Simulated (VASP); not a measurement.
# Al3GaN4 (an interface model) in VASP: a series of runs, part 2 of 2

VASP 6.6.1.

## (3) Single point, PBEsol

File INCAR:

```
SYSTEM = Al3GaN4
PREC = Accurate
ENCUT = 520
EDIFF = 1E-6
ISMEAR = -1
SIGMA = 0.05
LREAL = .False.
LASPH = .True.
NELM = 120
ALGO = Normal
ISIF = 2
LWAVE = .False.
LCHARG = .False.
GGA = PS
NBANDS = 56
GGA_COMPAT = .False.
```

File KPOINTS:

```
regular mesh
0
Gamma
  6 6 1
  0 0 0
```

File POSCAR:

```
Al3GaN4
1.0
    2.1888610000      2.1888610000      0.0000000000
   -2.1888610000      2.1888610000      0.0000000000
    0.0000000000      0.0000000000     17.7473687105
Ga Al N
2 6 8
Direct
    0.0000000000      0.0000000000      0.0017650000
    0.5000000000      0.5000000000      0.1321520000
    0.0000000000      0.0000000000      0.2587710000
    0.0000000000      0.0000000000      0.5053010000
    0.0000000000      0.0000000000      0.7519280000
    0.5000000000      0.5000000000      0.3819880000
    0.5000000000      0.5000000000      0.6286140000
    0.5000000000      0.5000000000      0.8751450000
    0.5000000000      0.0000000000      0.0669600000
    0.5000000000      0.0000000000      0.3203290000
    0.5000000000      0.0000000000      0.5669590000
    0.5000000000      0.0000000000      0.8135900000
    0.0000000000      0.5000000000      0.1978690000
    0.0000000000      0.5000000000      0.4436490000
    0.0000000000      0.5000000000      0.6902700000
    0.0000000000      0.5000000000      0.9360480000
```

Potentials or basis: VASP PAW PBE potentials, release 64 (Ga_d, Al, N).

The run is started by

```sh
> cat potpaw_PBE.64/Ga_d/POTCAR potpaw_PBE.64/Al/POTCAR potpaw_PBE.64/N/POTCAR > POTCAR
> mpirun -np 1 vasp_std > vasp.out
```

OUTCAR:

```text
SYSTEM = Al3GaN4
   PREC = Accurate
   ENCUT = 520
   EDIFF = 1E-6
   ISMEAR = -1
   LREAL = .False.
   LASPH = .True.
   NELM = 120
   ISIF = 2
   GGA = PS

 ion  position               nearest neighbor table
   1  0.000  0.000  0.002-   9 1.93   9 1.93  16 1.94  16 1.94   8 3.14   8 3.14   8 3.14   8 3.14

   2  0.500  0.500  0.132-   9 1.93   9 1.93  13 1.94  13 1.94   3 3.14   3 3.14   3 3.14   3 3.14

   3  0.000  0.000  0.259-  13 1.89  13 1.89  10 1.89  10 1.89   6 3.09   6 3.09   6 3.09   6 3.09
                             2 3.14   2 3.14   2 3.14   2 3.14
   4  0.000  0.000  0.505-  14 1.90  14 1.90  11 1.90  11 1.90   7 3.10   7 3.10   7 3.10   7 3.10
                             6 3.10   6 3.10   6 3.10   6 3.10
   5  0.000  0.000  0.752-  15 1.90  15 1.90  12 1.90  12 1.90   8 3.09   8 3.09   8 3.09   8 3.09
                             7 3.10   7 3.10   7 3.10   7 3.10
   6  0.500  0.500  0.382-  10 1.90  10 1.90  14 1.90  14 1.90   3 3.09   3 3.09   3 3.09   3 3.09
                             4 3.10   4 3.10   4 3.10   4 3.10
   7  0.500  0.500  0.629-  11 1.90  11 1.90  15 1.90  15 1.90   4 3.10   4 3.10   4 3.10   4 3.10
                             5 3.10   5 3.10   5 3.10   5 3.10
   8  0.500  0.500  0.875-  16 1.89  16 1.89  12 1.89  12 1.89   5 3.09   5 3.09   5 3.09   5 3.09
                             1 3.14   1 3.14   1 3.14   1 3.14
   9  0.500  0.000  0.067-   2 1.93   2 1.93   1 1.93   1 1.93
  10  0.500  0.000  0.320-   3 1.89   3 1.89   6 1.90   6 1.90
  11  0.500  0.000  0.567-   7 1.90   7 1.90   4 1.90   4 1.90
  12  0.500  0.000  0.814-   8 1.89   8 1.89   5 1.90   5 1.90
  13  0.000  0.500  0.198-   3 1.89   3 1.89   2 1.94   2 1.94
  14  0.000  0.500  0.444-   4 1.90   4 1.90   6 1.90   6 1.90
  15  0.000  0.500  0.690-   7 1.90   7 1.90   5 1.90   5 1.90
  16  0.000  0.500  0.936-   8 1.89   8 1.89   1 1.94   1 1.94

  LATTYP: Found a simple tetragonal cell.
 ALAT       =     3.0955169123
 C/A-ratio  =     5.7332488282

  Lattice vectors:

 A1 = (   2.1888610000,   2.1888610000,   0.0000000000)
 A2 = (  -2.1888610000,   2.1888610000,   0.0000000000)
 A3 = (   0.0000000000,   0.0000000000,  17.7473687105)

Analysis of symmetry for initial positions (statically):
=====================================================================
 Subroutine PRICEL returns:
 Original cell was already a primitive cell.

 Routine SETGRP: Setting up the symmetry group for a
 simple tetragonal supercell.

 Subroutine GETGRP returns: Found  8 space group operations
 (whereof  4 operations were pure point group operations)
 out of a pool of 16 trial point group operations.

The static configuration has the point symmetry C_2v.
 The point group associated with its full space group is D_2d.

Analysis of symmetry for dynamics (positions and initial velocities):
=====================================================================
 Subroutine PRICEL returns:
 Original cell was already a primitive cell.

 Routine SETGRP: Setting up the symmetry group for a
 simple tetragonal supercell.

 Subroutine GETGRP returns: Found  8 space group operations
 (whereof  4 operations were pure point group operations)
 out of a pool of 16 trial point group operations.

The dynamic configuration has the point symmetry C_2v.
 The point group associated with its full space group is D_2d.

 Subroutine INISYM returns: Found  8 space group operations
 (whereof  4 operations are pure point group operations),
 and found     1 'primitive' translations

----------------------------------------------------------------------------------------

                                     Primitive cell
[... 84 lines left out ...]
  0.500000  0.333333  0.000000      4.000000
  0.500000  0.500000  0.000000      1.000000
   k-points           NKPTS =     10   k-points in BZ     NKDIM =     10   number of bands    NBANDS=     56
   number of dos      NEDOS =    301   number of ions     NIONS =     16
   total plane-waves  NPLWV =  80640
   dimension x,y,z NGX =    24 NGY =   24 NGZ =  140
   dimension x,y,z NGXF=    48 NGYF=   48 NGZF=  280
   ions per type =               2   6   8
   NGX,Y,Z   is equivalent  to a cutoff of  12.89, 12.89, 13.11 a.u.
   NGXF,Y,Z  is equivalent  to a cutoff of  25.78, 25.78, 26.23 a.u.
 SYSTEM =  Al3GaN4
   PREC   = accura    normal or accurate (medium, high low for compatibility)
   ISTART =      0    job   : 0-new  1-cont  2-samecut
   ICHARG =      2    charge: 1-file 2-atom 10-const
   ISPIN  =      1    spin polarized calculation?
   LNONCOLLINEAR =      F non collinear calculations
   LSORBIT =      F    spin-orbit coupling
   LASPH  =      T    aspherical Exc in radial PAW
   ENCUT  =  520.0 eV  38.22 Ry    6.18 a.u.   5.76  5.76 33.00*2*pi/ulx,y,z
   NELM   =    120;   NELMIN=  2; NELMDL= -5     # of ELM steps
   EDIFF  = 0.1E-05   stopping-criterion for ELM
   LREAL  =      F    real-space projection
   EDIFFG = 0.1E-04   stopping-criterion for IOM
   NSW    =      0    number of steps for IOM
   IBRION =     -1    ionic relax: 0-MD 1-quasi-New 2-CG
   NFREE  =      0    steps in history (QN), initial steepest desc. (CG)
   ISIF   =      2    stress and relaxation
   ISYM   =      2    0-nonsym 1-usesym 2-fastsym
   POTIM  = 0.5000    time-step for ionic-motion
   TEBEG  =    0.0;   TEEND  =   0.0 temperature during run
   PSTRESS=    0.0 pullay stress
   NELECT =      84.0000    total number of electrons
   NUPDOWN=      -1.0000    fix difference up-down
   EMIN   =  10.00;   EMAX   =-10.00  energy-range for DOS
   EFERMI =   0.00;   METHOD = LEGACY
   ISMEAR =    -1;   SIGMA  =   0.05  broadening in eV -4-tet -1-fermi 0-gaus
   EFERMI_NEDOS =   21; number of points for ismear=-14 and -15
   IALGO  =     38    algorithm
   IMIX   =      4    mixing-type and parameters
     AMIX     =   0.40;   BMIX     =  1.00
     AMIX_MAG =   1.60;   BMIX_MAG =  1.00
  volume/ion in A,a.u.               =      10.63        71.73
  Fermi-wavevector in a.u.,A,eV,Ry     =   1.294100  2.445494 22.785604  1.674695
  Thomas-Fermi vector in A             =   2.425704
   LORBIT       =      0    0 simple, 1 ext, 2 COOP (PROOUT), +10 PAW based schemes
   GGA     = PS    functional components
[... 5 lines left out ...]
 non-spin polarized calculation
  energy-cutoff  :      520.00
  volume of cell :      170.06
 maximum number of plane-waves:      4596
 NGX is ok and might be reduce to    24
   NGX = 11   NGY = 11   NGZ = 65

 number of electron      83.9999994 magnetization

 Free energy of the ion-electron system (eV)
  ---------------------------------------------------
  ext. energy  EPLUGINS =         0.00000000
  ---------------------------------------------------
  free energy    TOTEN  =      -119.85214203 eV

  energy without entropy =     -119.85214203  energy(sigma->0) =     -119.85214203

 E-fermi :   7.1722     XC(G=0): -11.3579

 val. band max:        5.9978756248   @ k =   0.0000   0.0000   0.0000
 cond. band min:       8.8428803812   @ k =   0.5000   0.5000   0.0000
 fundamental gap:      2.8450047564
 Fermi energy:         7.1721877546

 k-point     1 :       0.0000    0.0000    0.0000
  band No.  band energies     occupation
      1      -9.6177      2.00000
      2      -9.2356      2.00000
      3      -9.2120      2.00000
      4      -8.7051      2.00000
      5      -8.5088      2.00000
      6      -8.0100      2.00000
[... 559 lines left out ...]
     53      14.5069      0.00000
     54      14.5069      0.00000
 [bands above 54 left out]

------------------------ aborting loop because EDIFF is reached ----------------------------------------

  FORCE on cell =-STRESS in cart. coord.  units (eV):
  Direction    XX          YY          ZZ          XY          YZ          ZX
  --------------------------------------------------------------------------------------
  -------------------------------------------------------------------------------------
  Total        2.1570906      2.1570906     -0.0826669      0.0000000      0.0000000      0.0000000
  in kB       20.3225704     20.3225704     -0.7788284      0.0000000      0.0000000      0.0000000
  external PRESSURE =      13.2887708 kB  Pullay stress =       0.0000000 kB

 VOLUME and BASIS-vectors are now :
 -----------------------------------------------------------------------------
  energy-cutoff  :      520.00
  volume of cell :      170.06
      direct lattice vectors                 reciprocal lattice vectors
     2.188861000  2.188861000  0.000000000     0.228429306  0.228429306  0.000000000
    -2.188861000  2.188861000  0.000000000    -0.228429306  0.228429306  0.000000000
     0.000000000  0.000000000 17.747368711     0.000000000  0.000000000  0.056346381

 POSITION                                       TOTAL-FORCE (eV/Angst)
 -----------------------------------------------------------------------------------
      0.00000      0.00000      0.03132         0.000000     -0.000000      0.004589
      0.00000      2.18886      2.34535        -0.000000      0.000000     -0.004589
      0.00000      0.00000      4.59250        -0.000000      0.000000      0.001875
      0.00000      0.00000      8.96776        -0.000000      0.000000      0.000208
      0.00000      0.00000     13.34474        -0.000000      0.000000     -0.000959
      0.00000      2.18886      6.77928        -0.000000      0.000000      0.000959
[... 8 lines left out ...]
     -1.09443      1.09443     12.25048        -0.000000      0.000000      0.000408
     -1.09443      1.09443     16.61239        -0.000000      0.000000      0.011801
 -----------------------------------------------------------------------------------
    total drift:                               -0.000000      0.000000     -0.080159

  FREE ENERGIE OF THE ION-ELECTRON SYSTEM (eV)
  ---------------------------------------------------
  free  energy   TOTEN  =      -119.8521420347 eV

  energy  without entropy=     -119.8521420347  energy(sigma->0) =     -119.85214203
```

It took 2.3 min on 1 thread of Intel Xeon 6975P-C, shared host; peak memory 0.3 GiB.

Results:

- Free energy: -119.8521 eV
- Pressure: 1.3 GPa
- Largest force: 0.012 eV/Å
- Band gap on the k mesh: 2.85 eV, indirect (least direct gap 2.91 eV)

Forces on the atoms (eV/Å):
```
Ga   0.000  0.000  0.005
Ga   0.000  0.000 -0.005
Al   0.000  0.000  0.002
Al   0.000  0.000  0.000
Al   0.000  0.000 -0.001
Al   0.000  0.000  0.001
Al   0.000  0.000  0.000
Al   0.000  0.000 -0.002
N    0.000  0.000  0.000
N    0.000  0.000 -0.001
N    0.000  0.000  0.000
N    0.000  0.000  0.001
N    0.000  0.000 -0.012
N    0.000  0.000  0.000
N    0.000  0.000  0.000
N    0.000  0.000  0.012
```

Caveat: the PAW data sets were made with another functional, which shifts forces and pressure a little.
